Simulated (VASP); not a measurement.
# Ru (P6_3/mmc) in VASP: single point with PBE

Aim: the single point of Ru with PBE.

Everything below comes from runs of VASP 6.6.1. Logs are shortened: lines on timing, memory, paths and dates and some standing lists are left out, and cuts for length are marked.

### 1 The cell of the first run

The structure is hexagonal, space group P6_3/mmc (No. 194). Conventional cell: a = 2.723 Å, b = 2.723 Å, c = 4.287 Å, α = 90.00°, β = 90.00°, γ = 120.00°. Within 3.5 Å of Ru (site symmetry -6m2) lie 12 Ru at 2.66 to 2.72 Å.

### 2 Single point, PBE

Input file INCAR:

```
SYSTEM = Ru
PREC = Accurate
ENCUT = 520
EDIFF = 1E-6
ISMEAR = 1
SIGMA = 0.1
LREAL = Auto
LASPH = .TRUE.
NELM = 80
ALGO = Normal
ISIF = 2
LWAVE = .FALSE.
LCHARG = .TRUE.
GGA = PE
LVHAR = .TRUE.
NBANDS = 276
KPAR = 2
NCORE = 2
```

Input file KPOINTS:

```
regular mesh
0
G
  2 2 2
  0 0 0
```

Input file POSCAR:

```
Ru
1.0
    8.1680144712      0.0000000871      0.0000000000
   -4.0840073110      7.0737079870      0.0000000000
    0.0000000000      0.0000000000      8.5740128135
Ru
36
Direct
    0.1111111111      0.2222222222      0.1250000000
    0.2222222222      0.1111111111      0.3750000000
    0.1111111111      0.2222222222      0.6250000000
    0.2222222222      0.1111111111      0.8750000000
    0.1111111111      0.5555555556      0.1250000000
    0.2222222222      0.4444444444      0.3750000000
    0.1111111111      0.5555555556      0.6250000000
    0.2222222222      0.4444444444      0.8750000000
    0.1111111111      0.8888888889      0.1250000000
    0.2222222222      0.7777777778      0.3750000000
    0.1111111111      0.8888888889      0.6250000000
    0.2222222222      0.7777777778      0.8750000000
    0.4444444444      0.2222222222      0.1250000000
    0.5555555556      0.1111111111      0.3750000000
    0.4444444444      0.2222222222      0.6250000000
    0.5555555556      0.1111111111      0.8750000000
    0.4444444444      0.5555555556      0.1250000000
    0.5555555556      0.4444444444      0.3750000000
    0.4444444444      0.5555555556      0.6250000000
    0.5555555556      0.4444444444      0.8750000000
    0.4444444444      0.8888888889      0.1250000000
    0.5555555556      0.7777777778      0.3750000000
    0.4444444444      0.8888888889      0.6250000000
    0.5555555556      0.7777777778      0.8750000000
    0.7777777778      0.2222222222      0.1250000000
    0.8888888889      0.1111111111      0.3750000000
    0.7777777778      0.2222222222      0.6250000000
    0.8888888889      0.1111111111      0.8750000000
    0.7777777778      0.5555555556      0.1250000000
    0.8888888889      0.4444444444      0.3750000000
    0.7777777778      0.5555555556      0.6250000000
    0.8888888889      0.4444444444      0.8750000000
    0.7777777778      0.8888888889      0.1250000000
    0.8888888889      0.7777777778      0.3750000000
    0.7777777778      0.8888888889      0.6250000000
    0.8888888889      0.7777777778      0.8750000000
```

Potentials or basis: VASP PAW PBE potentials, release 64 (Ru_pv).

The run is started by

```
$ cat potpaw_PBE.64/Ru_pv/POTCAR > POTCAR
$ mpirun -np 4 vasp_std > vasp.out
```

OUTCAR:

```text
SYSTEM = Ru
   PREC = Accurate
   ENCUT = 520
   EDIFF = 1E-6
   ISMEAR = 1
   LREAL = Auto
   LASPH = .TRUE.
   NELM = 80
   ISIF = 2
   GGA = PE

 ion  position               nearest neighbor table
   1  0.111  0.222  0.125-   2 2.66   4 2.66   6 2.66   8 2.66  26 2.66  28 2.66   9 2.72  13 2.72
                            25 2.72  33 2.72  17 2.72   5 2.72
   2  0.222  0.111  0.375-   1 2.66   3 2.66   9 2.66  11 2.66  13 2.66  15 2.66   6 2.72  10 2.72
                            26 2.72  34 2.72  18 2.72  14 2.72
   3  0.111  0.222  0.625-   2 2.66   4 2.66   6 2.66   8 2.66  26 2.66  28 2.66  11 2.72  15 2.72
                            27 2.72  35 2.72  19 2.72   7 2.72
   4  0.222  0.111  0.875-   1 2.66   3 2.66   9 2.66  11 2.66  13 2.66  15 2.66   8 2.72  12 2.72
                            28 2.72  36 2.72  20 2.72  16 2.72
   5  0.111  0.556  0.125-  10 2.66  12 2.66  30 2.66  32 2.66   6 2.66   8 2.66   9 2.72  17 2.72
                            29 2.72  21 2.72  25 2.72   1 2.72
   6  0.222  0.444  0.375-   1 2.66   3 2.66  17 2.66  19 2.66   5 2.66   7 2.66   2 2.72  30 2.72
                            26 2.72  10 2.72  18 2.72  22 2.72
   7  0.111  0.556  0.625-  10 2.66  12 2.66  30 2.66  32 2.66   6 2.66   8 2.66  11 2.72  19 2.72
                            31 2.72  23 2.72  27 2.72   3 2.72
   8  0.222  0.444  0.875-   1 2.66   3 2.66  17 2.66  19 2.66   5 2.66   7 2.66   4 2.72  32 2.72
                            28 2.72  12 2.72  20 2.72  24 2.72
   9  0.111  0.889  0.125-  10 2.66  12 2.66   2 2.66   4 2.66  34 2.66  36 2.66   5 2.72   1 2.72
                            21 2.72  33 2.72  29 2.72  13 2.72
  10  0.222  0.778  0.375-   9 2.66  11 2.66   5 2.66   7 2.66  21 2.66  23 2.66   2 2.72  34 2.72
                            30 2.72  14 2.72   6 2.72  22 2.72
  11  0.111  0.889  0.625-  10 2.66  12 2.66   2 2.66   4 2.66  34 2.66  36 2.66   7 2.72   3 2.72
                            23 2.72  35 2.72  31 2.72  15 2.72
[... 55 lines left out ...]
  Lattice vectors:

 A1 = (   8.1680144712,   0.0000000871,   0.0000000000)
 A2 = (  -4.0840073110,   7.0737079870,   0.0000000000)
 A3 = (   0.0000000000,   0.0000000000,   8.5740128135)

Analysis of symmetry for initial positions (statically):
=====================================================================
 Subroutine PRICEL returns following result:

  LATTYP: Found a hexagonal cell.
 ALAT       =     2.7226714901
 C/A-ratio  =     1.5745588193

  Lattice vectors:

 A1 = (   2.7226714901,   0.0000000290,   0.0000000000)
 A2 = (  -1.3613357702,   2.3579026621,   0.0000000000)
 A3 = (   0.0000000000,   0.0000000000,   4.2870064067)

  18 primitive cells build up your supercell.

 Routine SETGRP: Setting up the symmetry group for a
 hexagonal supercell.

 Subroutine GETGRP returns: Found 24 space group operations
 (whereof 12 operations were pure point group operations)
 out of a pool of 24 trial point group operations.

The static configuration has the point symmetry D_3d.
 The point group associated with its full space group is D_6h.

Analysis of symmetry for dynamics (positions and initial velocities):
=====================================================================
 Subroutine PRICEL returns following result:

  LATTYP: Found a hexagonal cell.
 ALAT       =     2.7226714901
 C/A-ratio  =     1.5745588193

  Lattice vectors:

 A1 = (   2.7226714901,   0.0000000290,   0.0000000000)
 A2 = (  -1.3613357702,   2.3579026621,   0.0000000000)
 A3 = (   0.0000000000,   0.0000000000,   4.2870064067)

  18 primitive cells build up your supercell.

 Routine SETGRP: Setting up the symmetry group for a
 hexagonal supercell.

 Subroutine GETGRP returns: Found 24 space group operations
 (whereof 12 operations were pure point group operations)
 out of a pool of 24 trial point group operations.

The dynamic configuration has the point symmetry D_3d.
 The point group associated with its full space group is D_6h.

 Subroutine INISYM returns: Found 24 space group operations
 (whereof 12 operations are pure point group operations),
 and found    18 'primitive' translations

----------------------------------------------------------------------------------------

                                     Primitive cell

  volume of cell :      27.5217

  direct lattice vectors                    reciprocal lattice vectors
     2.722671490  0.000000029  0.000000000     0.367286321  0.212052861  0.000000000
    -1.361335770  2.357902662  0.000000000    -0.000000005  0.424105715  0.000000000
     0.000000000  0.000000000  4.287006407     0.000000000  0.000000000  0.233263006

  length of vectors
     2.722671490  2.722671490  4.287006407     0.424105715  0.424105715  0.233263006

  position of ions in fractional coordinates (direct lattice)
     0.333333333  0.666666667  0.250000000
     0.666666667  0.333333333  0.750000000

  ion indices of the primitive-cell ions
   primitive index   ion index
                 1           1
                 2           2

----------------------------------------------------------------------------------------

 KPOINTS: regular mesh

Automatic generation of k-mesh.
 Grid dimensions read from file:
 generate k-points for:    2    2    2

 Generating k-lattice:

  Cartesian coordinates                     Fractional coordinates (reciprocal lattice)
     0.061214387  0.035342144  0.000000000     0.500000000  0.000000000  0.000000000
    -0.000000001  0.070684286  0.000000000     0.000000000  0.500000000  0.000000000
     0.000000000  0.000000000  0.058315751     0.000000000  0.000000000  0.500000000

  Length of vectors
     0.070684286  0.070684286  0.058315751

  Shift w.r.t. Gamma in fractional coordinates (k-lattice)
     0.000000000  0.000000000  0.000000000

 Subroutine IBZKPT returns following result:
 ===========================================

 Found      4 irreducible k-points:

 Following reciprocal coordinates:
            Coordinates               Weight
  0.000000  0.000000  0.000000      1.000000
  0.500000  0.000000  0.000000      3.000000
  0.000000  0.000000  0.500000      1.000000
  0.500000  0.000000  0.500000      3.000000
   k-points           NKPTS =      4   k-points in BZ     NKDIM =      4   number of bands    NBANDS=    276
   number of dos      NEDOS =    301   number of ions     NIONS =     36
   total plane-waves  NPLWV = 262144
   dimension x,y,z NGX =    64 NGY =   64 NGZ =   64
   dimension x,y,z NGXF=   128 NGYF=  128 NGZF=  128
   ions per type =              36
   NGX,Y,Z   is equivalent  to a cutoff of  13.03, 13.03, 12.41 a.u.
   NGXF,Y,Z  is equivalent  to a cutoff of  26.05, 26.05, 24.82 a.u.
 SYSTEM =  Ru
   PREC   = accura    normal or accurate (medium, high low for compatibility)
   ISTART =      0    job   : 0-new  1-cont  2-samecut
   ICHARG =      2    charge: 1-file 2-atom 10-const
   ISPIN  =      1    spin polarized calculation?
   LNONCOLLINEAR =      F non collinear calculations
   LSORBIT =      F    spin-orbit coupling
   LASPH  =      T    aspherical Exc in radial PAW
   ENCUT  =  520.0 eV  38.22 Ry    6.18 a.u.  15.19 15.19 15.94*2*pi/ulx,y,z
   NELM   =     80;   NELMIN=  2; NELMDL= -5     # of ELM steps
   EDIFF  = 0.1E-05   stopping-criterion for ELM
   LREAL  =      T    real-space projection
   EDIFFG = 0.1E-04   stopping-criterion for IOM
   NSW    =      0    number of steps for IOM
   IBRION =     -1    ionic relax: 0-MD 1-quasi-New 2-CG
   NFREE  =      0    steps in history (QN), initial steepest desc. (CG)
   ISIF   =      2    stress and relaxation
   ISYM   =      2    0-nonsym 1-usesym 2-fastsym
   POTIM  = 0.5000    time-step for ionic-motion
   TEBEG  =    0.0;   TEEND  =   0.0 temperature during run
   PSTRESS=    0.0 pullay stress
   NELECT =     504.0000    total number of electrons
   NUPDOWN=      -1.0000    fix difference up-down
   EMIN   =  10.00;   EMAX   =-10.00  energy-range for DOS
   EFERMI =   0.00;   METHOD = LEGACY
   ISMEAR =     1;   SIGMA  =   0.10  broadening in eV -4-tet -1-fermi 0-gaus
   EFERMI_NEDOS =   21; number of points for ismear=-14 and -15
   IALGO  =     38    algorithm
   IMIX   =      4    mixing-type and parameters
     AMIX     =   0.40;   BMIX     =  1.00
     AMIX_MAG =   1.60;   BMIX_MAG =  1.00
  volume/ion in A,a.u.               =      13.76        92.86
  Fermi-wavevector in a.u.,A,eV,Ry     =   1.646528  3.111487 36.886130  2.711054
  Thomas-Fermi vector in A             =   2.736141
   LORBIT       =      0    0 simple, 1 ext, 2 COOP (PROOUT), +10 PAW based schemes
   GGA     = PE    functional components
   LHFCALC =     F    Hartree Fock is set to
   AEXX    =    0.0000 exact exchange contribution
   IVDW    =     0    specifies the selected vdW correction
   LEPSILON=     F    determine dielectric tensor
   LRPA    =     F    only Hartree local field effects (RPA)
 non-spin polarized calculation
 Methfessel and Paxton  Order N= 1 SIGMA  =   0.10
  energy-cutoff  :      520.00
  volume of cell :      495.39
 maximum number of plane-waves:     13352
 NGX is ok and might be reduce to    64
   NGX = 31   NGY = 31   NGZ = 31

 number of electron     504.0000055 magnetization

 Free energy of the ion-electron system (eV)
  ---------------------------------------------------
  ext. energy  EPLUGINS =         0.00000000
  ---------------------------------------------------
  free energy    TOTEN  =      -331.21451490 eV

  energy without entropy =     -331.15222713  energy(sigma->0) =     -331.19375231

 E-fermi :  12.8351     XC(G=0): -14.0362

 val. band max:       12.8321206817   @ k =   0.5000   0.0000   0.5000
 cond. band min:      12.8976948134   @ k =   0.5000   0.0000   0.5000
 fundamental gap:      0.0655741316
 Fermi energy:        12.8351466605

 k-point     1 :       0.0000    0.0000    0.0000
  band No.  band energies     occupation
      1     -31.0171      2.00000
      2     -30.7756      2.00000
      3     -30.7756      2.00000
      4     -30.7756      2.00000
      5     -30.7756      2.00000
      6     -30.7593      2.00000
[... 1057 lines left out ...]
    263      13.0257     -0.02145
    264      13.0257     -0.02145
 [bands above 264 left out]

------------------------ aborting loop because EDIFF is reached ----------------------------------------

  FORCE on cell =-STRESS in cart. coord.  units (eV):
  Direction    XX          YY          ZZ          XY          YZ          ZX
  --------------------------------------------------------------------------------------
  -------------------------------------------------------------------------------------
  Total        6.3533922      6.3533922     -5.8521973      0.0000000      0.0000000      0.0000000
  in kB       20.5479495     20.5479495    -18.9270000      0.0000000      0.0000000      0.0000000
  external PRESSURE =       7.3896330 kB  Pullay stress =       0.0000000 kB

 VOLUME and BASIS-vectors are now :
 -----------------------------------------------------------------------------
  energy-cutoff  :      520.00
  volume of cell :      495.39
      direct lattice vectors                 reciprocal lattice vectors
     8.168014471  0.000000087  0.000000000     0.122428774  0.070684287  0.000000000
    -4.084007311  7.073707987  0.000000000    -0.000000002  0.141368572  0.000000000
     0.000000000  0.000000000  8.574012813     0.000000000  0.000000000  0.116631503

 POSITION                                       TOTAL-FORCE (eV/Angst)
 -----------------------------------------------------------------------------------
     -0.00000      1.57194      1.07175         0.000000     -0.000000      0.000000
      1.36134      0.78597      3.21525        -0.000000      0.000000      0.000000
     -0.00000      1.57194      5.35876         0.000000     -0.000000     -0.000000
      1.36134      0.78597      7.50226        -0.000000     -0.000000      0.000000
     -1.36134      3.92984      1.07175         0.000000     -0.000000      0.000000
     -0.00000      3.14387      3.21525        -0.000000      0.000000     -0.000000
[... 28 lines left out ...]
      2.72267      6.28774      5.35876        -0.000000     -0.000000      0.000000
      4.08401      5.50177      7.50226        -0.000000     -0.000000      0.000000
 -----------------------------------------------------------------------------------
    total drift:                               -0.000000      0.000000      0.000000

  FREE ENERGIE OF THE ION-ELECTRON SYSTEM (eV)
  ---------------------------------------------------
  free  energy   TOTEN  =      -331.2145149044 eV

  energy  without entropy=     -331.1522271276  energy(sigma->0) =     -331.19375231
```

Wall time 9.1 min (4 MPI ranks of Oxide Virtual Turin-like, shared host); peak memory 0.45 GiB.

Results:

```yaml
Free_energy: -331.2145 eV
Pressure: 0.7 GPa
Band_gap_on_the_k_mesh: zero (bands 252 and 253 overlap by 0.34 eV)
```

Stress tensor (GPa, compression positive):
```
 2.05  0.00  0.00
 0.00  2.05  0.00
 0.00  0.00 -1.89
```

Caveat: the k points lie up to 0.44 Å⁻¹ apart.

The gap in the log of VASP goes by the Fermi energy; the results here count the filled bands.